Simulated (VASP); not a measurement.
# Nb2MoO2 (I4/mmm) in VASP: further runs

Runs on Nb2MoO2. Level: PBE. Tasks: single point, relaxation of cell and atoms.

All numbers are computed with VASP 6.6.1; they aren't measurements. Logs are shortened: lines on timing, memory, paths and dates and some standing lists are left out, and cuts for length are marked.

## 1. The cell of the first run

It takes space group I4/mmm (No. 139, tetragonal). The conventional cell has a = 4.313 Å, b = 4.313 Å, c = 7.480 Å, α = 90.00°, β = 90.00°, γ = 90.00°. Nb (site symmetry -4m2) has 4 O at 2.17 Å and 4 Mo at 2.85 Å within 2.9 Å. Within 2.7 Å of Mo (site symmetry 4/mmm) lie 2 O at 2.08 Å. Within 2.7 Å of O (site symmetry 4mm) lie 1 Mo at 2.08 Å and 4 Nb at 2.17 Å.

## 2. Single point, PBE

INCAR

```
  ALGO = Normal
  EDIFF = 1E-6
  ENCUT = 520
  GGA = PE
  ISIF = 2
  ISMEAR = 0
  LASPH = True
  LCHARG = False
  LREAL = False
  LWAVE = False
  NBANDS = 34
  NELM = 80
  PREC = Accurate
  SIGMA = 0.1
```

KPOINTS

```
k-points
0
Gamma
  6 6 6
```

POSCAR

```
Nb2MoO2
1.0
   -2.1565818663      2.1565818663      3.7398278117
    2.1565818663     -2.1565818663      3.7398278117
    2.1565818663      2.1565818663     -3.7398278117
Nb Mo O
2 1 2
Direct
    0.2500000000      0.7500000000      0.5000000000
    0.7500000000      0.2500000000      0.5000000000
    0.0000000000      0.0000000000      0.0000000000
    0.7224473528      0.7224473528      0.0000000000
    0.2775526472      0.2775526472      0.0000000000
```

Potentials or basis: VASP PAW PBE potentials, release 64 (Nb_sv, Mo_sv, O).

On the command line:

```
> cat potpaw_PBE.64/Nb_sv/POTCAR potpaw_PBE.64/Mo_sv/POTCAR potpaw_PBE.64/O/POTCAR > POTCAR
> mpirun -np 1 vasp_std > vasp.out
```

OUTCAR:

```text
EDIFF = 1E-6
   ENCUT = 520
   GGA = PE
   ISIF = 2
   ISMEAR = 0
   LASPH = True
   LREAL = False
   NELM = 80
   PREC = Accurate

 ion  position               nearest neighbor table
   1  0.250  0.750  0.500-   5 2.17   4 2.17   5 2.17   4 2.17   3 2.85   3 2.85   3 2.85   3 2.85

   2  0.750  0.250  0.500-   5 2.17   4 2.17   5 2.17   4 2.17   3 2.85   3 2.85   3 2.85   3 2.85

   3  0.000  0.000  0.000-   4 2.08   5 2.08   1 2.85   2 2.85   2 2.85   1 2.85   1 2.85   2 2.85
                             2 2.85   1 2.85
   4  0.722  0.722  0.000-   3 2.08   2 2.17   1 2.17   1 2.17   2 2.17
   5  0.278  0.278  0.000-   3 2.08   2 2.17   1 2.17   1 2.17   2 2.17

  LATTYP: Found a body centered tetragonal cell.
 ALAT       =     4.3131637326
 C/A-ratio  =     1.7341459975

  Lattice vectors:

 A1 = (  -2.1565818663,   2.1565818663,   3.7398278117)
 A2 = (   2.1565818663,  -2.1565818663,   3.7398278117)
 A3 = (   2.1565818663,   2.1565818663,  -3.7398278117)

Analysis of symmetry for initial positions (statically):
=====================================================================
 Subroutine PRICEL returns:
 Original cell was already a primitive cell.

 Routine SETGRP: Setting up the symmetry group for a
 body centered tetragonal supercell.

 Subroutine GETGRP returns: Found 16 space group operations
 (whereof 16 operations were pure point group operations)
 out of a pool of 16 trial point group operations.

The static configuration has the point symmetry D_4h.

Analysis of symmetry for dynamics (positions and initial velocities):
=====================================================================
 Subroutine PRICEL returns:
 Original cell was already a primitive cell.

 Routine SETGRP: Setting up the symmetry group for a
 body centered tetragonal supercell.

 Subroutine GETGRP returns: Found 16 space group operations
 (whereof 16 operations were pure point group operations)
 out of a pool of 16 trial point group operations.

The dynamic configuration has the point symmetry D_4h.

 Subroutine INISYM returns: Found 16 space group operations
 (whereof 16 operations are pure point group operations),
 and found     1 'primitive' translations

----------------------------------------------------------------------------------------

                                     Primitive cell

  volume of cell :      69.5734

  direct lattice vectors                    reciprocal lattice vectors
    -2.156581866  2.156581866  3.739827812     0.000000000  0.231848374  0.133695995
     2.156581866 -2.156581866  3.739827812     0.231848374  0.000000000  0.133695995
     2.156581866  2.156581866 -3.739827812     0.231848374  0.231848374  0.000000000

  length of vectors
     4.825764473  4.825764473  4.825764473     0.267634616  0.267634616  0.327883116

  position of ions in fractional coordinates (direct lattice)
     0.250000000  0.750000000  0.500000000
     0.750000000  0.250000000  0.500000000
     0.000000000  0.000000000  0.000000000
     0.722447353  0.722447353  0.000000000
     0.277552647  0.277552647  0.000000000

  ion indices of the primitive-cell ions
   primitive index   ion index
                 1           1
                 2           2
                 3           3
                 4           4
                 5           5

----------------------------------------------------------------------------------------

 KPOINTS: k-points

Automatic generation of k-mesh.
 Grid dimensions read from file:
 generate k-points for:    6    6    6

 Generating k-lattice:

  Cartesian coordinates                     Fractional coordinates (reciprocal lattice)
     0.000000000  0.038641396  0.022282666     0.166666667 -0.000000000  0.000000000
     0.038641396  0.000000000  0.022282666    -0.000000000  0.166666667  0.000000000
     0.038641396  0.038641396  0.000000000     0.000000000  0.000000000  0.166666667

  Length of vectors
     0.044605769  0.044605769  0.054647186

  Shift w.r.t. Gamma in fractional coordinates (k-lattice)
     0.000000000  0.000000000  0.000000000

 Subroutine IBZKPT returns following result:
 ===========================================

 Found     30 irreducible k-points:

 Following reciprocal coordinates:
            Coordinates               Weight
  0.000000  0.000000  0.000000      1.000000
  0.166667  0.000000 -0.000000      8.000000
  0.333333  0.000000 -0.000000      8.000000
  0.500000  0.000000 -0.000000      4.000000
  0.166667  0.166667 -0.000000      8.000000
  0.333333  0.166667  0.000000     16.000000
[... 16 lines left out ...]
 -0.333333 -0.333333  0.166667      8.000000
 -0.166667 -0.333333  0.166667      8.000000
 [... further k-points ...]
   k-points           NKPTS =     30   k-points in BZ     NKDIM =     30   number of bands    NBANDS=     34
   number of dos      NEDOS =    301   number of ions     NIONS =      5
   total plane-waves  NPLWV =  46656
   dimension x,y,z NGX =    36 NGY =   36 NGZ =   36
   dimension x,y,z NGXF=    72 NGYF=   72 NGZF=   72
   ions per type =               2   1   2
   NGX,Y,Z   is equivalent  to a cutoff of  12.40, 12.40, 12.40 a.u.
   NGXF,Y,Z  is equivalent  to a cutoff of  24.80, 24.80, 24.80 a.u.
 SYSTEM =  unknown system
   PREC   = accura    normal or accurate (medium, high low for compatibility)
   ISTART =      0    job   : 0-new  1-cont  2-samecut
   ICHARG =      2    charge: 1-file 2-atom 10-const
   ISPIN  =      1    spin polarized calculation?
   LNONCOLLINEAR =      F non collinear calculations
   LSORBIT =      F    spin-orbit coupling
   LASPH  =      T    aspherical Exc in radial PAW
   ENCUT  =  520.0 eV  38.22 Ry    6.18 a.u.   8.97  8.97  8.97*2*pi/ulx,y,z
   NELM   =     80;   NELMIN=  2; NELMDL= -5     # of ELM steps
   EDIFF  = 0.1E-05   stopping-criterion for ELM
   LREAL  =      F    real-space projection
   EDIFFG = 0.1E-04   stopping-criterion for IOM
   NSW    =      0    number of steps for IOM
   IBRION =     -1    ionic relax: 0-MD 1-quasi-New 2-CG
   NFREE  =      0    steps in history (QN), initial steepest desc. (CG)
   ISIF   =      2    stress and relaxation
   ISYM   =      2    0-nonsym 1-usesym 2-fastsym
   POTIM  = 0.5000    time-step for ionic-motion
   TEBEG  =    0.0;   TEEND  =   0.0 temperature during run
   PSTRESS=    0.0 pullay stress
   NELECT =      52.0000    total number of electrons
   NUPDOWN=      -1.0000    fix difference up-down
   EMIN   =  10.00;   EMAX   =-10.00  energy-range for DOS
   EFERMI =   0.00;   METHOD = LEGACY
   ISMEAR =     0;   SIGMA  =   0.10  broadening in eV -4-tet -1-fermi 0-gaus
   EFERMI_NEDOS =   21; number of points for ismear=-14 and -15
   IALGO  =     38    algorithm
   IMIX   =      4    mixing-type and parameters
     AMIX     =   0.40;   BMIX     =  1.00
     AMIX_MAG =   1.60;   BMIX_MAG =  1.00
  volume/ion in A,a.u.               =      13.91        93.90
  Fermi-wavevector in a.u.,A,eV,Ry     =   1.485690  2.807546 30.031785  2.207274
  Thomas-Fermi vector in A             =   2.599070
   LORBIT       =      0    0 simple, 1 ext, 2 COOP (PROOUT), +10 PAW based schemes
   GGA     = PE    functional components
   LHFCALC =     F    Hartree Fock is set to
   AEXX    =    0.0000 exact exchange contribution
   IVDW    =     0    specifies the selected vdW correction
   LEPSILON=     F    determine dielectric tensor
   LRPA    =     F    only Hartree local field effects (RPA)
 non-spin polarized calculation
 Gauss-broadening in eV      SIGMA  =   0.10
  energy-cutoff  :      520.00
  volume of cell :       69.57
 maximum number of plane-waves:      1892
   NGX = 17   NGY = 17   NGZ = 17

 number of electron      51.9999990 magnetization

 Free energy of the ion-electron system (eV)
  ---------------------------------------------------
  ext. energy  EPLUGINS =         0.00000000
  ---------------------------------------------------
  free energy    TOTEN  =       -46.04568061 eV

  energy without entropy =      -46.02769766  energy(sigma->0) =      -46.03668914

 E-fermi :   9.9923     XC(G=0): -12.1161

 val. band max:        9.9862103192   @ k =   0.1667   0.1667  -0.0000
 cond. band min:      10.0072639439   @ k =  -0.1667  -0.1667   0.1667
 fundamental gap:      0.0210536247
 Fermi energy:         9.9923229198

 k-point     1 :       0.0000    0.0000    0.0000
  band No.  band energies     occupation
      1     -50.3408      2.00000
      2     -45.6712      2.00000
      3     -45.5576      2.00000
      4     -24.9161      2.00000
      5     -24.4135      2.00000
      6     -24.4135      2.00000
[... 26 lines left out ...]
     33      13.5917      0.00000
     34      13.5922      0.00000

 k-point     2 :       0.1667    0.0000   -0.0000
  band No.  band energies     occupation
      1     -50.3402      2.00000
      2     -45.6640      2.00000
      3     -45.5653      2.00000
      4     -24.9209      2.00000
      5     -24.4171      2.00000
      6     -24.4167      2.00000
[... 26 lines left out ...]
     33      13.2321      0.00000
     34      13.3394      0.00000

 k-point     3 :       0.3333    0.0000   -0.0000
  band No.  band energies     occupation
      1     -50.3392      2.00000
      2     -45.6439      2.00000
      3     -45.5865      2.00000
      4     -24.9294      2.00000
      5     -24.4233      2.00000
      6     -24.4230      2.00000
[... 26 lines left out ...]
     33      13.1811      0.00000
     34      13.8505      0.00000
[... 704 lines left out ...]
 k-point    23 :      -0.3333   -0.3333    0.1667
  band No.  band energies     occupation
      1     -50.3387      2.00000
      2     -45.6581      2.00000
      3     -45.5739      2.00000
      4     -24.9061      2.00000
      5     -24.4380      2.00000
      6     -24.4291      2.00000
[... 26 lines left out ...]
     33      13.2890      0.00000
     34      13.4003      0.00000

 k-point    24 :      -0.1667   -0.3333    0.1667
  band No.  band energies     occupation
      1     -50.3393      2.00000
      2     -45.6646      2.00000
      3     -45.5666      2.00000
      4     -24.9046      2.00000
      5     -24.4286      2.00000
      6     -24.4285      2.00000
[... 26 lines left out ...]
     33      13.2311      0.00000
     34      13.5821      0.00000

 [... further k-points ...]
[... 5 lines left out ...]
  --------------------------------------------------------------------------------------
  -------------------------------------------------------------------------------------
  Total       -0.1130425     -0.1130425      0.1123064      0.0000000      0.0000000      0.0000000
  in kB       -2.6032068     -2.6032068      2.5862575      0.0000000      0.0000000      0.0000000
  external PRESSURE =      -0.8733854 kB  Pullay stress =       0.0000000 kB

 VOLUME and BASIS-vectors are now :
 -----------------------------------------------------------------------------
  energy-cutoff  :      520.00
  volume of cell :       69.57
      direct lattice vectors                 reciprocal lattice vectors
    -2.156581866  2.156581866  3.739827812     0.000000000  0.231848374  0.133695995
     2.156581866 -2.156581866  3.739827812     0.231848374  0.000000000  0.133695995
     2.156581866  2.156581866 -3.739827812     0.231848374  0.231848374  0.000000000

 POSITION                                       TOTAL-FORCE (eV/Angst)
 -----------------------------------------------------------------------------------
      2.15658      0.00000      1.86991        -0.000000     -0.000000      0.000000
      0.00000      2.15658      1.86991        -0.000000     -0.000000      0.000000
      0.00000      0.00000      0.00000        -0.000000     -0.000000      0.000000
      0.00000      0.00000      5.40366         0.000000      0.000000     -0.025931
      0.00000      0.00000      2.07600         0.000000      0.000000      0.025931
 -----------------------------------------------------------------------------------
    total drift:                                0.000000      0.000000     -0.000000

  FREE ENERGIE OF THE ION-ELECTRON SYSTEM (eV)
  ---------------------------------------------------
  free  energy   TOTEN  =       -46.0456806125 eV

  energy  without entropy=      -46.0276976609  energy(sigma->0) =      -46.03668914
```

It took 49 s on 1 thread of Intel Xeon 6975P-C (Granite Rapids), shared host; peak memory 0.23 GiB.

Results:

```
Free energy            : -46.0457 eV
Pressure               : -0.1 GPa
Largest force          : 0.026 eV/Å
Band gap on the k mesh : zero (bands 26 and 27 overlap by 1.41 eV)
```

Forces in eV/Å, atoms in the order of the input:
```
Nb   0.000  0.000  0.000
Nb   0.000  0.000  0.000
Mo   0.000  0.000  0.000
O    0.000  0.000 -0.026
O    0.000  0.000  0.026
```

## 3. Relaxation of cell and atoms, PBE

This run uses another cell than the first one, of 12.06 Å³/atom.

INCAR

```
PREC = Accurate ; ENCUT = 600
EDIFF = 1E-6 ; ISMEAR = 0
SIGMA = 0.1 ; LREAL = F
LASPH = T ; NELM = 80
ALGO = Normal ; ISIF = 3
LWAVE = F ; LCHARG = F
GGA = PE ; IBRION = 2
NSW = 90 ; EDIFFG = -0.04
```

KPOINTS

```
regular mesh
0
Gamma
  6 6 6
```

POSCAR

```
Nb2MoO2
1.0
   -1.7910944729      1.7910944729      4.6994062903
    1.7910944729     -1.7910944729      4.6994062903
    1.7910944729      1.7910944729     -4.6994062903
Nb Mo O
2 1 2
Direct
    0.2500000000      0.7500000000      0.5000000000
    0.7500000000      0.2500000000      0.5000000000
    0.0000000000      0.0000000000      0.0000000000
    0.6260000000      0.6260000000      0.0000000000
    0.3740000000      0.3740000000      0.0000000000
```

Potentials or basis: VASP PAW PBE potentials, release 64 (Nb_sv, Mo_sv, O).

On the command line:

```
> cat potpaw_PBE.64/Nb_sv/POTCAR potpaw_PBE.64/Mo_sv/POTCAR potpaw_PBE.64/O/POTCAR > POTCAR
> mpirun -np 1 vasp_std > vasp.out
```

Run time: 21 min. Hardware: 1 thread of Intel Xeon 6975P-C (Granite Rapids), shared host; peak memory 0.39 GiB.

The run converged. Its results:

```yaml
Free_energy: -46.0073 eV
Relaxed_volume: 13.85 Å³/atom
Relaxed_cell: a = 4.819 Å, b = 4.819 Å, c = 4.819 Å, α = 126.92°, β = 126.92°, γ = 78.39°
Space_group_after_relaxing_to_0.1_Å: I4/mmm (No. 139)
Pressure_after_relaxing: -0.1 GPa
Largest_force_after_relaxing: 0.035 eV/Å
Band_gap_on_the_k_mesh: zero (bands 26 and 27 overlap by 1.43 eV)
```

Forces on the atoms (eV/Å):
```
Nb   0.000  0.000  0.000
Nb   0.000  0.000  0.000
Mo   0.000  0.000  0.000
O    0.000  0.000  0.035
O    0.000  0.000 -0.035
```

Stress tensor (GPa, compression positive):
```
-0.22  0.00  0.00
 0.00 -0.22  0.00
 0.00  0.00  0.22
```

Final structure:
```xyz
5
Lattice="-2.1532 2.1532 3.7345 2.1532 -2.1532 3.7345 2.1532 2.1532 -3.7345" Properties=species:S:1:pos:R:3 pbc="T T T"
Nb    2.1532    0.0000    1.8673
Nb    0.0000    2.1532    1.8673
Mo    0.0000    0.0000    0.0000
O     0.0000    0.0000    5.3893
O     0.0000    0.0000    2.0797
```

Levels at points of the mesh, in eV from the Fermi level:
```
           k point  band 24  band 25  band 26  band 27  band 28  band 29
(0.00, 0.00, 0.00)    -1.59    -0.96    -0.87    -0.87     1.55     1.80
(0.50, 0.00, 0.00)    -0.52    -0.45    -0.35     0.10     0.77     1.06
(0.50, 0.50, 0.00)    -0.36    -0.23    -0.21     1.10     1.72     1.77
(0.50, 0.50, 0.50)    -2.72    -1.50     0.21     0.97     0.97     1.51
```

## 4. Single point, PBE

INCAR

```
  ALGO = Normal
  EDIFF = 1E-6
  ENCUT = 520
  GGA = PE
  ISIF = 2
  ISMEAR = 0
  LASPH = T
  LCHARG = F
  LREAL = F
  LWAVE = F
  NBANDS = 34
  NELM = 100
  PREC = Accurate
  SIGMA = 0.1
```

KPOINTS

```
k-points
0
Gamma
  12 12 12
```

POSCAR

```
Nb2MoO2
1.0
   -2.1556813551      2.1556813551      3.7433262763
    2.1556813551     -2.1556813551      3.7433262763
    2.1556813551      2.1556813551     -3.7433262763
Nb Mo O
2 1 2
Direct
    0.2500000000      0.7500000000      0.5000000000
    0.7500000000      0.2500000000      0.5000000000
    0.0000000000      0.0000000000      0.0000000000
    0.7224058015      0.7224058015      0.0000000000
    0.2775941985      0.2775941985      0.0000000000
```

On the command line:

```
> cat potpaw_PBE.64/Nb_sv/POTCAR potpaw_PBE.64/Mo_sv/POTCAR potpaw_PBE.64/O/POTCAR > POTCAR
> mpirun -np 1 vasp_std > vasp.out
```

It took 3.7 min on 1 thread of Intel Xeon 6975P-C (Granite Rapids), shared host; peak memory 0.46 GiB.

Results (log left out):

* Free energy: -46.0434 eV
* Pressure: 0.0 GPa
* Largest force: 0.028 eV/Å
* Band gap on the k mesh: zero (bands 26 and 27 overlap by 1.40 eV)

Forces on the atoms (eV/Å):
```
Nb   0.000  0.000  0.000
Nb   0.000  0.000  0.000
Mo   0.000  0.000  0.000
O    0.000  0.000 -0.028
O    0.000  0.000  0.028
```

Stress tensor (GPa, compression positive):
```
-0.25  0.00  0.00
 0.00 -0.25  0.00
 0.00  0.00  0.36
```

Levels at points of the mesh, in eV from the Fermi level:
```tsv
k point	band 22	band 23	band 24	band 25	band 26	band 27	band 28	band 29	band 30	band 31
(0.00, 0.00, 0.00)	-3.65	-1.62	-1.62	-0.99	-0.88	-0.88	1.50	1.76	1.79	2.28
(0.50, 0.00, 0.00)	-2.50	-1.21	-0.54	-0.48	-0.39	0.08	0.73	1.04	1.59	2.23
(0.50, 0.50, 0.00)	-1.50	-0.92	-0.39	-0.24	-0.24	1.08	1.69	1.73	1.85	1.86
(0.50, 0.50, 0.50)	-2.99	-2.99	-2.74	-1.54	0.18	0.94	0.94	1.47	1.67	2.86
```

(Part 1 of 2 ends here.)

The gap in the log of VASP goes by the Fermi energy; the results here count the filled bands.